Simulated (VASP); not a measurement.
# CsBr (Pm-3m) in VASP: further runs

Aim: see how the results for CsBr move with the level of theory and the settings. Levels: PBE, r2SCAN. Tasks: single point.

Program: VASP 6.6.1. These are calculated values, not measurements. Logs are shortened: lines on timing, memory, paths and dates and some standing lists are left out, and cuts for length are marked.

**1. The cell of the first run**

Symmetry: Pm-3m, No. 221, cubic system. The conventional cell has a = 4.320 Å, b = 4.320 Å, c = 4.320 Å, α = 90.00°, β = 90.00°, γ = 90.00°. Cs (site symmetry m-3m) has 8 Br at 3.74 Å and 6 Cs at 4.32 Å within 4.9 Å. Within 4.9 Å of Br (site symmetry m-3m) lie 8 Cs at 3.74 Å and 6 Br at 4.32 Å.

**2. Single point, PBE**

File INCAR:

```
SYSTEM = CsBr
PREC     = Accurate       ! precision mode
ENCUT    = 500            ! plane-wave cutoff, eV
EDIFF    = 1E-6           ! SCF threshold, eV
ISMEAR   = 0              ! smearing method
SIGMA    = 0.01           ! smearing width, eV
LREAL    = .False.        ! projectors in reciprocal space
LASPH    = .True.         ! aspherical terms in the spheres
NELM     = 120            ! most SCF steps
ALGO     = Normal         ! electronic algorithm
ISIF     = 2              ! what is computed and relaxed
LWAVE    = .False.        ! write WAVECAR
LCHARG   = .False.        ! write CHGCAR
GGA      = PE             ! functional
NBANDS   = 15             ! bands
GGA_COMPAT= .False.
```

File KPOINTS:

```
Automatic mesh
0
Gamma
  4 4 4
  0.5 0.5 0.5
```

File POSCAR:

```
CsBr
1.0
    4.3196004938      0.0000000000      0.0000000000
    0.0000000000      4.3196004938      0.0000000000
    0.0000000000      0.0000000000      4.3196004938
Cs Br
1 1
Direct
    0.0000000000      0.0000000000      0.0000000000
    0.5000000000      0.5000000000      0.5000000000
```

Potentials or basis: VASP PAW PBE potentials, release 64 (Cs_sv, Br).

Command:

```console
cat potpaw_PBE.64/Cs_sv/POTCAR potpaw_PBE.64/Br/POTCAR > POTCAR
mpirun -np 1 vasp_std > vasp.out
```

OUTCAR:

```text
SYSTEM = CsBr
   PREC = Accurate
   ENCUT = 500
   EDIFF = 1E-6
   ISMEAR = 0
   LREAL = .False.
   LASPH = .True.
   NELM = 120
   ISIF = 2
   GGA = PE

 ion  position               nearest neighbor table
   1  0.000  0.000  0.000-
   2  0.500  0.500  0.500-

  LATTYP: Found a simple cubic cell.
 ALAT       =     4.3196004938

  Lattice vectors:

 A1 = (   4.3196004938,   0.0000000000,   0.0000000000)
 A2 = (   0.0000000000,   4.3196004938,   0.0000000000)
 A3 = (   0.0000000000,   0.0000000000,   4.3196004938)

Analysis of symmetry for initial positions (statically):
=====================================================================
 Subroutine PRICEL returns:
 Original cell was already a primitive cell.

 Routine SETGRP: Setting up the symmetry group for a
 simple cubic supercell.

 Subroutine GETGRP returns: Found 48 space group operations
 (whereof 48 operations were pure point group operations)
 out of a pool of 48 trial point group operations.

The static configuration has the point symmetry O_h .

Analysis of symmetry for dynamics (positions and initial velocities):
=====================================================================
 Subroutine PRICEL returns:
 Original cell was already a primitive cell.

 Routine SETGRP: Setting up the symmetry group for a
 simple cubic supercell.

 Subroutine GETGRP returns: Found 48 space group operations
 (whereof 48 operations were pure point group operations)
 out of a pool of 48 trial point group operations.

The dynamic configuration has the point symmetry O_h .

 Subroutine INISYM returns: Found 48 space group operations
 (whereof 48 operations are pure point group operations),
 and found     1 'primitive' translations

----------------------------------------------------------------------------------------

                                     Primitive cell

  volume of cell :      80.5992

  direct lattice vectors                    reciprocal lattice vectors
     4.319600494  0.000000000  0.000000000     0.231502890  0.000000000  0.000000000
     0.000000000  4.319600494  0.000000000     0.000000000  0.231502890  0.000000000
     0.000000000  0.000000000  4.319600494     0.000000000  0.000000000  0.231502890

  length of vectors
     4.319600494  4.319600494  4.319600494     0.231502890  0.231502890  0.231502890

  position of ions in fractional coordinates (direct lattice)
     0.000000000  0.000000000  0.000000000
     0.500000000  0.500000000  0.500000000

  ion indices of the primitive-cell ions
   primitive index   ion index
                 1           1
                 2           2

----------------------------------------------------------------------------------------

 KPOINTS: Automatic mesh

Automatic generation of k-mesh.
 Grid dimensions read from file:
 generate k-points for:    4    4    4

 Generating k-lattice:

  Cartesian coordinates                     Fractional coordinates (reciprocal lattice)
     0.057875723  0.000000000  0.000000000     0.250000000  0.000000000  0.000000000
     0.000000000  0.057875723  0.000000000     0.000000000  0.250000000  0.000000000
     0.000000000  0.000000000  0.057875723     0.000000000  0.000000000  0.250000000

  Length of vectors
     0.057875723  0.057875723  0.057875723

  Shift w.r.t. Gamma in fractional coordinates (k-lattice)
     0.500000000  0.500000000  0.500000000

 Subroutine IBZKPT returns following result:
 ===========================================

 Found      4 irreducible k-points:

 Following reciprocal coordinates:
            Coordinates               Weight
  0.125000  0.125000  0.125000      8.000000
  0.375000  0.125000  0.125000     24.000000
  0.375000  0.375000  0.125000     24.000000
  0.375000  0.375000  0.375000      8.000000
   k-points           NKPTS =      4   k-points in BZ     NKDIM =      4   number of bands    NBANDS=     15
   number of dos      NEDOS =    301   number of ions     NIONS =      2
   total plane-waves  NPLWV =  32768
   dimension x,y,z NGX =    32 NGY =   32 NGZ =   32
   dimension x,y,z NGXF=    64 NGYF=   64 NGZF=   64
   ions per type =               1   1
   NGX,Y,Z   is equivalent  to a cutoff of  12.32, 12.32, 12.32 a.u.
   NGXF,Y,Z  is equivalent  to a cutoff of  24.63, 24.63, 24.63 a.u.
 SYSTEM =  CsBr
   PREC   = accura    normal or accurate (medium, high low for compatibility)
   ISTART =      0    job   : 0-new  1-cont  2-samecut
   ICHARG =      2    charge: 1-file 2-atom 10-const
   ISPIN  =      1    spin polarized calculation?
   LNONCOLLINEAR =      F non collinear calculations
   LSORBIT =      F    spin-orbit coupling
   LASPH  =      T    aspherical Exc in radial PAW
   ENCUT  =  500.0 eV  36.75 Ry    6.06 a.u.   7.88  7.88  7.88*2*pi/ulx,y,z
   NELM   =    120;   NELMIN=  2; NELMDL= -5     # of ELM steps
   EDIFF  = 0.1E-05   stopping-criterion for ELM
   LREAL  =      F    real-space projection
[... 7 lines left out ...]
   TEBEG  =    0.0;   TEEND  =   0.0 temperature during run
   PSTRESS=    0.0 pullay stress
   NELECT =      16.0000    total number of electrons
   NUPDOWN=      -1.0000    fix difference up-down
   EMIN   =  10.00;   EMAX   =-10.00  energy-range for DOS
   EFERMI =   0.00;   METHOD = LEGACY
   ISMEAR =     0;   SIGMA  =   0.01  broadening in eV -4-tet -1-fermi 0-gaus
   EFERMI_NEDOS =   21; number of points for ismear=-14 and -15
   IALGO  =     38    algorithm
   IMIX   =      4    mixing-type and parameters
     AMIX     =   0.40;   BMIX     =  1.00
     AMIX_MAG =   1.60;   BMIX_MAG =  1.00
  volume/ion in A,a.u.               =      40.30       271.96
  Fermi-wavevector in a.u.,A,eV,Ry     =   0.955003  1.804693 12.408922  0.912030
  Thomas-Fermi vector in A             =   2.083801
   LORBIT       =      0    0 simple, 1 ext, 2 COOP (PROOUT), +10 PAW based schemes
   GGA     = PE    functional components
   LHFCALC =     F    Hartree Fock is set to
   AEXX    =    0.0000 exact exchange contribution
   IVDW    =     0    specifies the selected vdW correction
   LEPSILON=     F    determine dielectric tensor
   LRPA    =     F    only Hartree local field effects (RPA)
 non-spin polarized calculation
 Gauss-broadening in eV      SIGMA  =   0.01
  energy-cutoff  :      500.00
  volume of cell :       80.60
 maximum number of plane-waves:      2047
 NGX is ok and might be reduce to    32
   NGX = 15   NGY = 15   NGZ = 15

 number of electron      16.0000001 magnetization

 Free energy of the ion-electron system (eV)
  ---------------------------------------------------
  ext. energy  EPLUGINS =         0.00000000
  ---------------------------------------------------
  free energy    TOTEN  =        -6.01618845 eV

  energy without entropy =       -6.01618845  energy(sigma->0) =       -6.01618845

 E-fermi :  -0.5068     XC(G=0):  -7.9710

 val. band max:       -0.5686443386   @ k =   0.1250   0.1250   0.1250
 cond. band min:       4.9552896702   @ k =   0.1250   0.1250   0.1250
 fundamental gap:      5.5239340089
 Fermi energy:        -0.5068475892

 k-point     1 :       0.1250    0.1250    0.1250
  band No.  band energies     occupation
      1     -20.2024      2.00000
      2     -12.7510      2.00000
      3      -6.8972      2.00000
      4      -6.8972      2.00000
      5      -6.8136      2.00000
      6      -0.8204      2.00000
      7      -0.5686      2.00000
      8      -0.5686      2.00000
      9       4.9553      0.00000
     10       5.1586      0.00000
     11       5.1586      0.00000
     12       8.1080      0.00000
     13       8.1080      0.00000
     14       8.9756      0.00000
     15      11.1119      0.00000

 k-point     2 :       0.3750    0.1250    0.1250
  band No.  band energies     occupation
      1     -20.1694      2.00000
      2     -12.7381      2.00000
      3      -7.1825      2.00000
      4      -6.8365      2.00000
      5      -6.8203      2.00000
      6      -1.3867      2.00000
      7      -0.7352      2.00000
      8      -0.5771      2.00000
      9       5.6649      0.00000
     10       6.0997      0.00000
     11       6.7390      0.00000
     12       7.6808      0.00000
     13       8.1109      0.00000
     14       8.2905      0.00000
     15       9.6482      0.00000

 k-point     3 :       0.3750    0.3750    0.1250
  band No.  band energies     occupation
      1     -20.1394      2.00000
      2     -12.6750      2.00000
      3      -7.2791      2.00000
      4      -7.2256      2.00000
      5      -6.7761      2.00000
      6      -1.1492      2.00000
      7      -0.9975      2.00000
      8      -0.6127      2.00000
      9       5.4540      0.00000
     10       5.7279      0.00000
     11       7.0111      0.00000
     12       7.2682      0.00000
     13       8.4766      0.00000
     14       8.9415      0.00000
     15      10.7316      0.00000

 k-point     4 :       0.3750    0.3750    0.3750
  band No.  band energies     occupation
      1     -20.1109      2.00000
      2     -12.6184      2.00000
      3      -7.1903      2.00000
      4      -7.1666      2.00000
      5      -7.1666      2.00000
      6      -1.3508      2.00000
      7      -1.3508      2.00000
      8      -1.1607      2.00000
      9       6.5290      0.00000
     10       7.3920      0.00000
     11       7.3920      0.00000
     12       8.1392      0.00000
     13       8.1592      0.00000
     14       8.1592      0.00000
     15      11.4667      0.00000

------------------------ aborting loop because EDIFF is reached ----------------------------------------

  FORCE on cell =-STRESS in cart. coord.  units (eV):
  Direction    XX          YY          ZZ          XY          YZ          ZX
  --------------------------------------------------------------------------------------
  -------------------------------------------------------------------------------------
  Total        0.3530364      0.3530364      0.3530364      0.0000000      0.0000000      0.0000000
  in kB        7.0177729      7.0177729      7.0177729      0.0000000      0.0000000      0.0000000
  external PRESSURE =       7.0177729 kB  Pullay stress =       0.0000000 kB

 VOLUME and BASIS-vectors are now :
 -----------------------------------------------------------------------------
  energy-cutoff  :      500.00
  volume of cell :       80.60
      direct lattice vectors                 reciprocal lattice vectors
     4.319600494  0.000000000  0.000000000     0.231502890  0.000000000  0.000000000
     0.000000000  4.319600494  0.000000000     0.000000000  0.231502890  0.000000000
     0.000000000  0.000000000  4.319600494     0.000000000  0.000000000  0.231502890

 POSITION                                       TOTAL-FORCE (eV/Angst)
 -----------------------------------------------------------------------------------
      0.00000      0.00000      0.00000         0.000000      0.000000      0.000000
      2.15980      2.15980      2.15980         0.000000      0.000000      0.000000
 -----------------------------------------------------------------------------------
    total drift:                                0.000000      0.000000     -0.000000

  FREE ENERGIE OF THE ION-ELECTRON SYSTEM (eV)
  ---------------------------------------------------
  free  energy   TOTEN  =        -6.0161884496 eV

  energy  without entropy=       -6.0161884496  energy(sigma->0) =       -6.01618845
```

It took 11 s on 1 thread of Intel Xeon Platinum 8259CL at 2.50GHz (Skylake/Cascade Lake), shared host; peak memory 0.17 GiB.

What came out:

| Property | Result |
| --- | --- |
| Free energy | -6.0162 eV |
| Pressure | 0.7 GPa |
| Band gap on the k mesh | 5.52 eV |

Caveat: spin-orbit coupling is left out, which moves the levels of the heavy elements; a shifted mesh leaves out Γ, where band edges can lie. PBE gaps usually lie below the measured ones, often by a third to a half.

(Continued in part 2 of 2.)
